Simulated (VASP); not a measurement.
# PbS (P-6m2) in VASP: single point with PBEsol

Aim: the single point of PbS with PBEsol.

All numbers are computed with VASP 6.6.1; they aren't measurements. Logs are shortened: lines on timing, memory, paths and dates and some standing lists are left out, and cuts for length are marked.

## Step 1: The cell of the first run

The structure is hexagonal, space group P-6m2 (No. 187). The conventional cell has a = 4.090 Å, b = 4.090 Å, c = 3.788 Å, α = 90.00°, β = 90.00°, γ = 120.00°. Pb (site symmetry -6m2) has 6 S at 3.03 Å and 8 Pb at 3.79 to 4.09 Å within 4.1 Å. Within 4.1 Å of S (site symmetry -6m2) lie 6 Pb at 3.03 Å and 8 S at 3.79 to 4.09 Å.

## Step 2: Single point, PBEsol

INCAR reads:

```
SYSTEM = PbS
PREC = Accurate
ENCUT = 500
EDIFF = 1E-6
ISMEAR = 0
SIGMA = 0.01
LREAL = .False.
LASPH = .True.
NELM = 120
ALGO = Normal
ISIF = 2
LWAVE = .False.
LCHARG = .True.
GGA = PS
LELF = .True.
LVHAR = .True.
NBANDS = 17
GGA_COMPAT = .False.
```

KPOINTS reads:

```
Automatic mesh
0
Gamma
  4 4 3
  0 0 0
```

POSCAR reads:

```
PbS
1.0
    4.0897000000      0.0000000000      0.0000000000
   -2.0448500000      3.5417840939      0.0000000000
    0.0000000000      0.0000000000      3.7881700000
Pb S
1 1
Direct
    0.0000000000      0.0000000000      0.0000000000
    0.6666666667      0.3333333333      0.5000000000
```

Potentials or basis: VASP PAW PBE potentials, release 64 (Pb_d, S).

On the command line:

```sh
cat potpaw_PBE.64/Pb_d/POTCAR potpaw_PBE.64/S/POTCAR > POTCAR
mpirun -np 1 vasp_std > vasp.out
```

OUTCAR:

```text
SYSTEM = PbS
   PREC = Accurate
   ENCUT = 500
   EDIFF = 1E-6
   ISMEAR = 0
   LREAL = .False.
   LASPH = .True.
   NELM = 120
   ISIF = 2
   GGA = PS

 ion  position               nearest neighbor table
   1  0.000  0.000  0.000-   2 3.03   2 3.03   2 3.03   2 3.03   2 3.03   2 3.03
   2  0.667  0.333  0.500-   1 3.03   1 3.03   1 3.03   1 3.03   1 3.03   1 3.03

  LATTYP: Found a hexagonal cell.
 ALAT       =     4.0897000000
 C/A-ratio  =     0.9262708756

  Lattice vectors:

 A1 = (   4.0897000000,   0.0000000000,   0.0000000000)
 A2 = (  -2.0448500000,   3.5417840939,   0.0000000000)
 A3 = (   0.0000000000,   0.0000000000,   3.7881700000)

Analysis of symmetry for initial positions (statically):
=====================================================================
 Subroutine PRICEL returns:
 Original cell was already a primitive cell.

 Routine SETGRP: Setting up the symmetry group for a
 hexagonal supercell.

 Subroutine GETGRP returns: Found 12 space group operations
 (whereof 12 operations were pure point group operations)
 out of a pool of 24 trial point group operations.

The static configuration has the point symmetry D_3h.

Analysis of symmetry for dynamics (positions and initial velocities):
=====================================================================
 Subroutine PRICEL returns:
 Original cell was already a primitive cell.

 Routine SETGRP: Setting up the symmetry group for a
 hexagonal supercell.

 Subroutine GETGRP returns: Found 12 space group operations
 (whereof 12 operations were pure point group operations)
 out of a pool of 24 trial point group operations.

The dynamic configuration has the point symmetry D_3h.

 Subroutine INISYM returns: Found 12 space group operations
 (whereof 12 operations are pure point group operations),
 and found     1 'primitive' translations

----------------------------------------------------------------------------------------

                                     Primitive cell

  volume of cell :      54.8710

  direct lattice vectors                    reciprocal lattice vectors
     4.089700000  0.000000000  0.000000000     0.244516713  0.141171790  0.000000000
    -2.044850000  3.541784094  0.000000000     0.000000000  0.282343580  0.000000000
     0.000000000  0.000000000  3.788170000     0.000000000  0.000000000  0.263979705

  length of vectors
     4.089700000  4.089700000  3.788170000     0.282343580  0.282343580  0.263979705

  position of ions in fractional coordinates (direct lattice)
     0.000000000  0.000000000  0.000000000
[... 55 lines left out ...]
   ISPIN  =      1    spin polarized calculation?
   LNONCOLLINEAR =      F non collinear calculations
   LSORBIT =      F    spin-orbit coupling
   LASPH  =      T    aspherical Exc in radial PAW
   ENCUT  =  500.0 eV  36.75 Ry    6.06 a.u.   7.46  7.46  6.91*2*pi/ulx,y,z
   NELM   =    120;   NELMIN=  2; NELMDL= -5     # of ELM steps
   EDIFF  = 0.1E-05   stopping-criterion for ELM
   LREAL  =      F    real-space projection
[... 7 lines left out ...]
   TEBEG  =    0.0;   TEEND  =   0.0 temperature during run
   PSTRESS=    0.0 pullay stress
   NELECT =      20.0000    total number of electrons
   NUPDOWN=      -1.0000    fix difference up-down
   EMIN   =  10.00;   EMAX   =-10.00  energy-range for DOS
   EFERMI =   0.00;   METHOD = LEGACY
   ISMEAR =     0;   SIGMA  =   0.01  broadening in eV -4-tet -1-fermi 0-gaus
   EFERMI_NEDOS =   21; number of points for ismear=-14 and -15
   IALGO  =     38    algorithm
   IMIX   =      4    mixing-type and parameters
     AMIX     =   0.40;   BMIX     =  1.00
     AMIX_MAG =   1.60;   BMIX_MAG =  1.00
  volume/ion in A,a.u.               =      27.44       185.14
  Fermi-wavevector in a.u.,A,eV,Ry     =   1.169420  2.209883 18.606552  1.367543
  Thomas-Fermi vector in A             =   2.305893
   LORBIT       =      0    0 simple, 1 ext, 2 COOP (PROOUT), +10 PAW based schemes
   GGA     = PS    functional components
   LHFCALC =     F    Hartree Fock is set to
   AEXX    =    0.0000 exact exchange contribution
   IVDW    =     0    specifies the selected vdW correction
   LEPSILON=     F    determine dielectric tensor
   LRPA    =     F    only Hartree local field effects (RPA)
 non-spin polarized calculation
 Gauss-broadening in eV      SIGMA  =   0.01
  energy-cutoff  :      500.00
  volume of cell :       54.87
 maximum number of plane-waves:      1400
 NGX is ok and might be reduce to    30
   NGX = 15   NGY = 15   NGZ = 13

 number of electron      19.9999998 magnetization

 Free energy of the ion-electron system (eV)
  ---------------------------------------------------
  ext. energy  EPLUGINS =         0.00000000
  ---------------------------------------------------
  free energy    TOTEN  =        -9.24941817 eV

  energy without entropy =       -9.24941817  energy(sigma->0) =       -9.24941817

 E-fermi :   4.7043     XC(G=0):  -9.6398

 val. band max:        4.5847296844   @ k =   0.2500   0.2500   0.0000
 cond. band min:       6.2222830515   @ k =   0.2500   0.2500   0.3333
 fundamental gap:      1.6375533671
 Fermi energy:         4.7042796940

 k-point     1 :       0.0000    0.0000    0.0000
  band No.  band energies     occupation
      1     -11.7417      2.00000
      2     -11.7181      2.00000
      3     -11.7181      2.00000
      4     -11.6191      2.00000
      5     -11.6191      2.00000
      6      -8.1262      2.00000
[... 137 lines left out ...]
      4     -11.6698      2.00000
      5     -11.6107      2.00000
      6      -6.5690      2.00000
[... 9 lines left out ...]
     16      15.5125      0.00000
     17      17.3546      0.00000

------------------------ aborting loop because EDIFF is reached ----------------------------------------

  FORCE on cell =-STRESS in cart. coord.  units (eV):
  Direction    XX          YY          ZZ          XY          YZ          ZX
  --------------------------------------------------------------------------------------
  -------------------------------------------------------------------------------------
  Total       -1.1789072     -1.1789072     -0.9905310      0.0000000     -0.0000000      0.0000000
  in kB      -34.4228800    -34.4228800    -28.9224883      0.0000000     -0.0000000      0.0000000
  external PRESSURE =     -32.5894161 kB  Pullay stress =       0.0000000 kB

 VOLUME and BASIS-vectors are now :
 -----------------------------------------------------------------------------
  energy-cutoff  :      500.00
  volume of cell :       54.87
      direct lattice vectors                 reciprocal lattice vectors
     4.089700000  0.000000000  0.000000000     0.244516713  0.141171790  0.000000000
    -2.044850000  3.541784094  0.000000000     0.000000000  0.282343580  0.000000000
     0.000000000  0.000000000  3.788170000     0.000000000  0.000000000  0.263979705

 POSITION                                       TOTAL-FORCE (eV/Angst)
 -----------------------------------------------------------------------------------
      0.00000      0.00000      0.00000        -0.000000     -0.000000      0.000000
      2.04485      1.18059      1.89409         0.000000      0.000000      0.000000
 -----------------------------------------------------------------------------------
    total drift:                               -0.000000      0.000000      0.000000

  FREE ENERGIE OF THE ION-ELECTRON SYSTEM (eV)
  ---------------------------------------------------
  free  energy   TOTEN  =        -9.2494181735 eV

  energy  without entropy=       -9.2494181735  energy(sigma->0) =       -9.24941817
```

stdout:

```text
POSCAR found type information on POSCAR PbS
 POSCAR found :  2 types and       2 ions
 scaLAPACK will be used
 -----------------------------------------------------------------------------
|                                                                             |
|                                                                             |
|     You enforced a specific xc type in the INCAR file but a different       |
|     I HOPE YOU KNOW WHAT YOU ARE DOING!                                     |
|                                                                             |
 -----------------------------------------------------------------------------

 LDA part: xc-table for (Slater+PW92), standard interpolation
 POSCAR, INCAR and KPOINTS ok, starting setup
 FFT: planning ... GRIDC
 FFT: planning ... GRID_SOFT
 FFT: planning ... GRID
 WAVECAR not read
 entering main loop
```

It took 8.2 s on 1 thread of Intel Xeon 8259CL, shared host; peak memory 0.16 GiB.

What came out:

```
Free energy            : -9.2494 eV
Pressure               : -3.3 GPa
Band gap on the k mesh : 1.64 eV (least direct gap 2.32 eV)
```

Levels at points of the mesh, in eV from the valence-band top:
```csv
k point,band 7,band 8,band 9,band 10,band 11,band 12,band 13,band 14
"(0.00, 0.00, 0.00)",-6.00,-1.71,-1.24,-1.24,3.88,3.88,5.63,6.93
"(0.50, 0.00, 0.00)",-8.03,-2.26,-1.38,-0.72,2.34,4.35,5.70,5.77
```

Caveat: the k points lie up to 0.55 Å⁻¹ apart; the PAW data sets were made with another functional, which shifts forces and pressure a little; spin-orbit coupling is left out, which moves the levels of the heavy elements.
